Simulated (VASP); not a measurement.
# Li2S (Fm-3m) in VASP: notebook

The runs below take Li2S through single point, with PBE, LDA.

Everything below comes from runs of VASP 6.6.1. Logs are shortened: lines on timing, memory, paths and dates and some standing lists are left out, and cuts for length are marked.

### Step 1. The cell of the first run

It takes space group Fm-3m (No. 225, cubic). The conventional cell has a = 5.691 Å, b = 5.691 Å, c = 5.691 Å, α = 90.00°, β = 90.00°, γ = 90.00°. S (site symmetry m-3m) has 8 Li at 2.46 Å within 3.3 Å. Within 3.3 Å of Li (site symmetry -43m) lie 4 S at 2.46 Å and 6 Li at 2.85 Å.

### Step 2. Single point, PBE

File INCAR:

```
PREC     = Accurate       # precision mode
ENCUT    = 750            # plane-wave cutoff, eV
EDIFF    = 1E-6           # SCF threshold, eV
ISMEAR   = 0              # smearing method
SIGMA    = 0.01           # smearing width, eV
LREAL    = F              # projectors in reciprocal space
LASPH    = T              # aspherical terms in the spheres
NELM     = 120            # most SCF steps
ALGO     = Normal         # electronic algorithm
ISIF     = 2              # what is computed and relaxed
LWAVE    = F              # write WAVECAR
LCHARG   = T              # write CHGCAR
GGA      = PE             # functional
LELF     = T              # ELF
LVHAR    = T            
NBANDS   = 13             # bands
GGA_COMPAT= F
```

File KPOINTS:

```
regular mesh
0
Gamma
  4 4 4
```

File POSCAR:

```
Li2S
1.0
    0.0000000000      2.8452942310      2.8452942310
    2.8452942310      0.0000000000      2.8452942310
    2.8452942310      2.8452942310      0.0000000000
S Li
1 2
Direct
    0.0000000000      0.0000000000      0.0000000000
    0.2500000000      0.2500000000      0.2500000000
    0.7500000000      0.7500000000      0.7500000000
```

Potentials or basis: VASP PAW PBE potentials, release 64 (S, Li_sv).

The run is started by

```console
cat potpaw_PBE.64/S/POTCAR potpaw_PBE.64/Li_sv/POTCAR > POTCAR
mpirun -np 1 vasp_std > vasp.out
```

OUTCAR:

```text
PREC = Accurate
   ENCUT = 750
   EDIFF = 1E-6
   ISMEAR = 0
   LREAL = F
   LASPH = T
   NELM = 120
   ISIF = 2
   GGA = PE

 ion  position               nearest neighbor table
   1  0.000  0.000  0.000-   3 2.46   3 2.46   3 2.46   2 2.46   2 2.46   2 2.46   3 2.46   2 2.46

   2  0.250  0.250  0.250-   1 2.46   1 2.46   1 2.46   1 2.46
   3  0.750  0.750  0.750-   1 2.46   1 2.46   1 2.46   1 2.46

  LATTYP: Found a face centered cubic cell.
 ALAT       =     5.6905884620

  Lattice vectors:

 A1 = (   0.0000000000,   2.8452942310,   2.8452942310)
 A2 = (   2.8452942310,   0.0000000000,   2.8452942310)
 A3 = (   2.8452942310,   2.8452942310,   0.0000000000)

Analysis of symmetry for initial positions (statically):
=====================================================================
 Subroutine PRICEL returns:
 Original cell was already a primitive cell.

 Routine SETGRP: Setting up the symmetry group for a
 face centered cubic supercell.

 Subroutine GETGRP returns: Found 48 space group operations
 (whereof 48 operations were pure point group operations)
 out of a pool of 48 trial point group operations.

The static configuration has the point symmetry O_h .

Analysis of symmetry for dynamics (positions and initial velocities):
=====================================================================
 Subroutine PRICEL returns:
 Original cell was already a primitive cell.

 Routine SETGRP: Setting up the symmetry group for a
 face centered cubic supercell.

 Subroutine GETGRP returns: Found 48 space group operations
 (whereof 48 operations were pure point group operations)
 out of a pool of 48 trial point group operations.

The dynamic configuration has the point symmetry O_h .

 Subroutine INISYM returns: Found 48 space group operations
 (whereof 48 operations are pure point group operations),
 and found     1 'primitive' translations

----------------------------------------------------------------------------------------

                                     Primitive cell

  volume of cell :      46.0693

  direct lattice vectors                    reciprocal lattice vectors
     0.000000000  2.845294231  2.845294231    -0.175728750  0.175728750  0.175728750
     2.845294231  0.000000000  2.845294231     0.175728750 -0.175728750  0.175728750
     2.845294231  2.845294231  0.000000000     0.175728750  0.175728750 -0.175728750

  length of vectors
     4.023853690  4.023853690  4.023853690     0.304371124  0.304371124  0.304371124

  position of ions in fractional coordinates (direct lattice)
     0.000000000  0.000000000  0.000000000
     0.250000000  0.250000000  0.250000000
     0.750000000  0.750000000  0.750000000

  ion indices of the primitive-cell ions
   primitive index   ion index
                 1           1
                 2           2
                 3           3

----------------------------------------------------------------------------------------

 KPOINTS: regular mesh

Automatic generation of k-mesh.
 Grid dimensions read from file:
 generate k-points for:    4    4    4

 Generating k-lattice:

  Cartesian coordinates                     Fractional coordinates (reciprocal lattice)
    -0.043932188  0.043932188  0.043932188     0.250000000  0.000000000  0.000000000
     0.043932188 -0.043932188  0.043932188     0.000000000  0.250000000  0.000000000
     0.043932188  0.043932188 -0.043932188     0.000000000  0.000000000  0.250000000

  Length of vectors
     0.076092781  0.076092781  0.076092781

  Shift w.r.t. Gamma in fractional coordinates (k-lattice)
     0.000000000  0.000000000  0.000000000

 Subroutine IBZKPT returns following result:
 ===========================================

 Found      8 irreducible k-points:

 Following reciprocal coordinates:
            Coordinates               Weight
  0.000000  0.000000  0.000000      1.000000
  0.250000  0.000000  0.000000      8.000000
  0.500000  0.000000  0.000000      4.000000
  0.250000  0.250000  0.000000      6.000000
  0.500000  0.250000  0.000000     24.000000
 -0.250000  0.250000  0.000000     12.000000
  0.500000  0.500000  0.000000      3.000000
 -0.250000  0.500000  0.250000      6.000000
   k-points           NKPTS =      8   k-points in BZ     NKDIM =      8   number of bands    NBANDS=     13
   number of dos      NEDOS =    301   number of ions     NIONS =      3
   total plane-waves  NPLWV =  46656
   dimension x,y,z NGX =    36 NGY =   36 NGZ =   36
   dimension x,y,z NGXF=    72 NGYF=   72 NGZF=   72
   ions per type =               1   2
   NGX,Y,Z   is equivalent  to a cutoff of  14.87, 14.87, 14.87 a.u.
   NGXF,Y,Z  is equivalent  to a cutoff of  29.75, 29.75, 29.75 a.u.
 SYSTEM =  unknown system
   PREC   = accura    normal or accurate (medium, high low for compatibility)
   ISTART =      0    job   : 0-new  1-cont  2-samecut
   ICHARG =      2    charge: 1-file 2-atom 10-const
   ISPIN  =      1    spin polarized calculation?
   LNONCOLLINEAR =      F non collinear calculations
   LSORBIT =      F    spin-orbit coupling
   LASPH  =      T    aspherical Exc in radial PAW
   ENCUT  =  750.0 eV  55.12 Ry    7.42 a.u.   8.99  8.99  8.99*2*pi/ulx,y,z
   NELM   =    120;   NELMIN=  2; NELMDL= -5     # of ELM steps
   EDIFF  = 0.1E-05   stopping-criterion for ELM
   LREAL  =      F    real-space projection
   EDIFFG = 0.1E-04   stopping-criterion for IOM
   NSW    =      0    number of steps for IOM
   IBRION =     -1    ionic relax: 0-MD 1-quasi-New 2-CG
   NFREE  =      0    steps in history (QN), initial steepest desc. (CG)
   ISIF   =      2    stress and relaxation
   ISYM   =      2    0-nonsym 1-usesym 2-fastsym
   POTIM  = 0.5000    time-step for ionic-motion
   TEBEG  =    0.0;   TEEND  =   0.0 temperature during run
   PSTRESS=    0.0 pullay stress
   NELECT =      12.0000    total number of electrons
   NUPDOWN=      -1.0000    fix difference up-down
   EMIN   =  10.00;   EMAX   =-10.00  energy-range for DOS
   EFERMI =   0.00;   METHOD = LEGACY
   ISMEAR =     0;   SIGMA  =   0.01  broadening in eV -4-tet -1-fermi 0-gaus
   EFERMI_NEDOS =   21; number of points for ismear=-14 and -15
   IALGO  =     38    algorithm
   IMIX   =      4    mixing-type and parameters
     AMIX     =   0.40;   BMIX     =  1.00
     AMIX_MAG =   1.60;   BMIX_MAG =  1.00
  volume/ion in A,a.u.               =      15.36       103.63
  Fermi-wavevector in a.u.,A,eV,Ry     =   1.045518  1.975742 14.872628  1.093107
  Thomas-Fermi vector in A             =   2.180317
   LORBIT       =      0    0 simple, 1 ext, 2 COOP (PROOUT), +10 PAW based schemes
   GGA     = PE    functional components
   LHFCALC =     F    Hartree Fock is set to
   AEXX    =    0.0000 exact exchange contribution
   IVDW    =     0    specifies the selected vdW correction
   LEPSILON=     F    determine dielectric tensor
   LRPA    =     F    only Hartree local field effects (RPA)
 non-spin polarized calculation
 Gauss-broadening in eV      SIGMA  =   0.01
  energy-cutoff  :      750.00
  volume of cell :       46.07
 maximum number of plane-waves:      2180
   NGX = 17   NGY = 17   NGZ = 17

 number of electron      11.9999998 magnetization

 Free energy of the ion-electron system (eV)
  ---------------------------------------------------
  ext. energy  EPLUGINS =         0.00000000
  ---------------------------------------------------
  free energy    TOTEN  =       -11.98652825 eV

  energy without entropy =      -11.98652825  energy(sigma->0) =      -11.98652825

 E-fermi :   1.5901     XC(G=0):  -8.5198

 val. band max:        1.4935423573   @ k =   0.0000   0.0000   0.0000
 cond. band min:       4.8773381791   @ k =   0.5000   0.5000   0.0000
 fundamental gap:      3.3837958218
 Fermi energy:         1.5900620180

 k-point     1 :       0.0000    0.0000    0.0000
  band No.  band energies     occupation
      1     -42.6800      2.00000
      2     -42.6368      2.00000
      3      -9.5409      2.00000
      4       1.4935      2.00000
      5       1.4935      2.00000
      6       1.4935      2.00000
      7       5.7806      0.00000
      8       7.7211      0.00000
      9       7.7211      0.00000
     10       7.7211      0.00000
     11      12.6800      0.00000
     12      12.6800      0.00000
     13      13.9364      0.00000

 k-point     2 :       0.2500    0.0000    0.0000
  band No.  band energies     occupation
      1     -42.6733      2.00000
      2     -42.6427      2.00000
      3      -9.3373      2.00000
      4      -0.2007      2.00000
      5       1.2138      2.00000
      6       1.2138      2.00000
      7       6.8794      0.00000
      8       8.2837      0.00000
      9       8.2837      0.00000
     10       8.9239      0.00000
     11      11.3492      0.00000
     12      11.3492      0.00000
     13      14.5194      0.00000

 k-point     3 :       0.5000    0.0000    0.0000
  band No.  band energies     occupation
      1     -42.6576      2.00000
      2     -42.6575      2.00000
      3      -9.1040      2.00000
      4      -1.3958      2.00000
      5       0.9833      2.00000
      6       0.9833      2.00000
      7       7.6113      0.00000
      8       8.0672      0.00000
      9       8.0672      0.00000
     10       9.9262      0.00000
     11      14.3190      0.00000
     12      14.3190      0.00000
     13      14.5480      0.00000
[... 49 lines left out ...]
 k-point     7 :       0.5000    0.5000    0.0000
  band No.  band energies     occupation
      1     -42.6645      2.00000
      2     -42.6501      2.00000
      3      -8.9770      2.00000
      4      -0.6824      2.00000
      5       0.0661      2.00000
      6       0.0661      2.00000
      7       4.8773      0.00000
      8       8.5836      0.00000
      9      12.6114      0.00000
     10      12.6114      0.00000
     11      13.6314      0.00000
     12      13.9951      0.00000
     13      13.9951      0.00000

 k-point     8 :      -0.2500    0.5000    0.2500
  band No.  band energies     occupation
      1     -42.6573      2.00000
      2     -42.6573      2.00000
      3      -8.9654      2.00000
      4      -0.3407      2.00000
      5      -0.3407      2.00000
      6      -0.2741      2.00000
      7       6.9735      0.00000
      8       8.7937      0.00000
      9      10.3947      0.00000
     10      10.3947      0.00000
     11      13.4393      0.00000
     12      13.4393      0.00000
     13      14.1524      0.00000

------------------------ aborting loop because EDIFF is reached ----------------------------------------

  FORCE on cell =-STRESS in cart. coord.  units (eV):
  Direction    XX          YY          ZZ          XY          YZ          ZX
  --------------------------------------------------------------------------------------
  -------------------------------------------------------------------------------------
  Total        0.0719670      0.0719670      0.0719670      0.0000000      0.0000000     -0.0000000
  in kB        2.5028362      2.5028362      2.5028362      0.0000000      0.0000000     -0.0000000
  external PRESSURE =       2.5028362 kB  Pullay stress =       0.0000000 kB

 VOLUME and BASIS-vectors are now :
 -----------------------------------------------------------------------------
  energy-cutoff  :      750.00
  volume of cell :       46.07
      direct lattice vectors                 reciprocal lattice vectors
     0.000000000  2.845294231  2.845294231    -0.175728750  0.175728750  0.175728750
     2.845294231  0.000000000  2.845294231     0.175728750 -0.175728750  0.175728750
     2.845294231  2.845294231  0.000000000     0.175728750  0.175728750 -0.175728750

 POSITION                                       TOTAL-FORCE (eV/Angst)
 -----------------------------------------------------------------------------------
      0.00000      0.00000      0.00000         0.000000      0.000000     -0.000000
      1.42265      1.42265      1.42265         0.000000      0.000000      0.000000
      4.26794      4.26794      4.26794        -0.000000     -0.000000     -0.000000
 -----------------------------------------------------------------------------------
    total drift:                                0.000000      0.000000      0.000000

  FREE ENERGIE OF THE ION-ELECTRON SYSTEM (eV)
  ---------------------------------------------------
  free  energy   TOTEN  =       -11.9865282485 eV

  energy  without entropy=      -11.9865282485  energy(sigma->0) =      -11.98652825
```

Wall time 19 s (1 thread of AMD EPYC 7R13, shared host); peak memory 0.16 GiB.

Results:

| Property | Result |
| --- | --- |
| Free energy | -11.9865 eV |
| Pressure | 0.3 GPa |
| Band gap on the k mesh | 3.38 eV (least direct gap 4.29 eV) |

Caveat: the k points lie up to 0.48 Å⁻¹ apart. A k mesh can miss the band edges.

### Step 3. Single point, LDA

File INCAR:

```
PREC = Accurate
ENCUT = 750
EDIFF = 1E-6
ISMEAR = 0
SIGMA = 0.01
LREAL = False
LASPH = True
NELM = 120
ALGO = Normal
ISIF = 2
LWAVE = False
LCHARG = False
GGA = CA
NBANDS = 13
GGA_COMPAT = False
```

KPOINTS is that of step 2.

POSCAR is that of step 2.

Potentials or basis: VASP PAW LDA potentials, release 64 (S, Li_sv).

The run is started by

```console
cat potpaw_LDA.64/S/POTCAR potpaw_LDA.64/Li_sv/POTCAR > POTCAR
mpirun -np 1 vasp_std > vasp.out
```

OUTCAR:

```text
PREC = Accurate
   ENCUT = 750
   EDIFF = 1E-6
   ISMEAR = 0
   LREAL = False
   LASPH = True
   NELM = 120
   ISIF = 2
   GGA = CA

 ion  position               nearest neighbor table
   1  0.000  0.000  0.000-   3 2.46   3 2.46   3 2.46   2 2.46   2 2.46   2 2.46   3 2.46   2 2.46

   2  0.250  0.250  0.250-   1 2.46   1 2.46   1 2.46   1 2.46
   3  0.750  0.750  0.750-   1 2.46   1 2.46   1 2.46   1 2.46

  LATTYP: Found a face centered cubic cell.
 ALAT       =     5.6905884620

  Lattice vectors:
[... 300 lines left out ...]

  FORCE on cell =-STRESS in cart. coord.  units (eV):
  Direction    XX          YY          ZZ          XY          YZ          ZX
  --------------------------------------------------------------------------------------
  -------------------------------------------------------------------------------------
  Total       -0.7787364     -0.7787364     -0.7787364      0.0000000      0.0000000      0.0000000
  in kB      -27.0825484    -27.0825484    -27.0825484      0.0000000      0.0000000      0.0000000
  external PRESSURE =     -27.0825484 kB  Pullay stress =       0.0000000 kB

 VOLUME and BASIS-vectors are now :
 -----------------------------------------------------------------------------
  energy-cutoff  :      750.00
  volume of cell :       46.07
      direct lattice vectors                 reciprocal lattice vectors
     0.000000000  2.845294231  2.845294231    -0.175728750  0.175728750  0.175728750
     2.845294231  0.000000000  2.845294231     0.175728750 -0.175728750  0.175728750
     2.845294231  2.845294231  0.000000000     0.175728750  0.175728750 -0.175728750

 POSITION                                       TOTAL-FORCE (eV/Angst)
 -----------------------------------------------------------------------------------
      0.00000      0.00000      0.00000         0.000000     -0.000000     -0.000000
      1.42265      1.42265      1.42265         0.000000      0.000000      0.000000
      4.26794      4.26794      4.26794        -0.000000     -0.000000     -0.000000
 -----------------------------------------------------------------------------------
    total drift:                                0.000000      0.000000      0.000000

  FREE ENERGIE OF THE ION-ELECTRON SYSTEM (eV)
  ---------------------------------------------------
  free  energy   TOTEN  =       -12.9790790812 eV

  energy  without entropy=      -12.9790790812  energy(sigma->0) =      -12.97907908
```

OSZICAR:

```text
N       E                     dE             d eps       ncg     rms          rms(c)
DAV:   1     0.492459497085E+02    0.49246E+02   -0.68060E+03   208   0.116E+03
DAV:   2    -0.525411640660E+01   -0.54500E+02   -0.52194E+02   261   0.219E+02
DAV:   3    -0.131305874475E+02   -0.78765E+01   -0.78259E+01   400   0.511E+01
DAV:   4    -0.133201351464E+02   -0.18955E+00   -0.18951E+00   277   0.111E+01
DAV:   5    -0.133249931071E+02   -0.48580E-02   -0.48576E-02   347   0.135E+00    0.388E+00
DAV:   6    -0.130147575421E+02    0.31024E+00   -0.49687E-01   241   0.275E+00    0.281E+00
DAV:   7    -0.129810945309E+02    0.33663E-01   -0.11187E-01   298   0.143E+00    0.166E+00
DAV:   8    -0.129796205072E+02    0.14740E-02   -0.18859E-02   288   0.756E-01    0.757E-01
DAV:   9    -0.129791270467E+02    0.49346E-03   -0.62823E-04   285   0.138E-01    0.453E-01
DAV:  10    -0.129790785007E+02    0.48546E-04   -0.43042E-04   228   0.105E-01    0.102E-01
DAV:  11    -0.129790791766E+02   -0.67588E-06   -0.22483E-05   300   0.342E-02    0.629E-02
DAV:  12    -0.129790790812E+02    0.95447E-07   -0.26611E-06   258   0.113E-02
   1 F= -.12979079E+02 E0= -.12979079E+02  d E =-.419805E-49
```

stdout:

```text
POSCAR found type information on POSCAR S Li
 POSCAR found :  2 types and       3 ions
 scaLAPACK will be used
 LDA part: xc-table for (Slater(with rela. corr.)+CA(PZ))
 , standard interpolation
 POSCAR, INCAR and KPOINTS ok, starting setup
 FFT: planning ... GRIDC
 FFT: planning ... GRID_SOFT
 FFT: planning ... GRID
 WAVECAR not read
 entering main loop
```

Run time: 12 s. Hardware: 1 thread of AMD EPYC 7R13, shared host; peak memory 0.13 GiB.

Results:

```yaml
Free_energy: -12.9791 eV
Pressure: -2.7 GPa
Band_gap_on_the_k_mesh: 3.16 eV (least direct gap 4.08 eV)
```

Caveat: the k points lie up to 0.48 Å⁻¹ apart.

(Continued in part 2 of 2.)
